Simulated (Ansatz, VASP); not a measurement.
SnO2 in VASP and in Ansatz

The input INCAR:

```
PREC = Accurate
ENCUT = 520
EDIFF = 1E-6
ISMEAR = 0
SIGMA = 0.05
LREAL = F
LASPH = T
NELM = 60
ALGO = Normal
ISIF = 2
LWAVE = F
LCHARG = F
GGA = CA
NBANDS = 35
```

The input KPOINTS:

```
regular mesh
0
Gamma
  6 6 8
```

Contents of POSCAR:

```
SnO2
1.0
    4.6455914113      0.0000000000      0.0000000000
    0.0000000000      4.6460842930      0.0000000000
    0.0000000000      0.0000000000      3.1384636093
Sn O
2 4
Direct
    0.5000000000      0.5000000000      0.5000000000
    0.0000000000      0.0000000000      0.0000000000
    0.3059920358      0.2715746941      0.0000000000
    0.8059920358      0.2284253059      0.5000000000
    0.1940079642      0.7715746941      0.5000000000
    0.6940079642      0.7284253059      0.0000000000
```

Input for Ansatz:

```yaml
crystal:
  lattice:
    - [4.6455914113, 0.0, 0.0]
    - [0.0, 4.646084293, 0.0]
    - [0.0, 0.0, 3.1384636093]
  atoms:
    - { symbol: Sn, position: [0.5, 0.5, 0.5] }
    - { symbol: Sn, position: [0.0, 0.0, 0.0] }
    - { symbol: O, position: [0.3059920358, 0.2715746941, 0.0] }
    - { symbol: O, position: [0.8059920358, 0.2284253059, 0.5] }
    - { symbol: O, position: [0.1940079642, 0.7715746941, 0.5] }
    - { symbol: O, position: [0.6940079642, 0.7284253059, 0.0] }
basis:
  ecutwfc: 520.0
kpoints:
  mp_grid: { grid: [6, 6, 8] }
hamiltonian:
  xc: lda
  pseudopotentials: { kind: paw, azcp: { folder: soft_1 } }
scf:
  occupations: { method: gaussian, width: 0.05 }
output:
  forces: true
  stress: true
  eigenvalues: true
```

Alike in both runs: task single point; functional LDA; k mesh 6 × 6 × 8; occupations gaussian, width 0.05 eV; no spin polarisation.

```csv
,VASP,Ansatz
version,VASP 6.6.1,Ansatz 0.2.0
potentials or method,"VASP PAW LDA potentials, release 64 (Sn_d, O), cutoff 520 eV","scalar-relativistic, plane waves, PAW"
valence electrons in the cell,52,52
```

Ansatz gave:

```
gap on the k mesh at the Fermi level (eV)                     : 1.56
least direct gap on the mesh (eV)                             : 1.56
pressure (GPa)                                                : 11.6
traceless stress, the component that is largest in VASP (GPa) : 6.25
rms of the force components (eV/Å)                            : 1.313
```

Q: Estimate VASP's values.

A: gap on the k mesh at the Fermi level (eV): 1.59; least direct gap on the mesh (eV): 1.59; pressure (GPa): 13.2; traceless stress, the component that is largest in VASP (GPa): 6.45; rms of the force components (eV/Å): 1.342.

Ansatz warns that its potentials were made for another functional, while VASP's fit it. LDA's correlation is that of Perdew and Zunger in VASP and of Perdew and Wang (1992) in Ansatz. Atom by atom the forces differ by 0.029 eV/Å (rms over components).
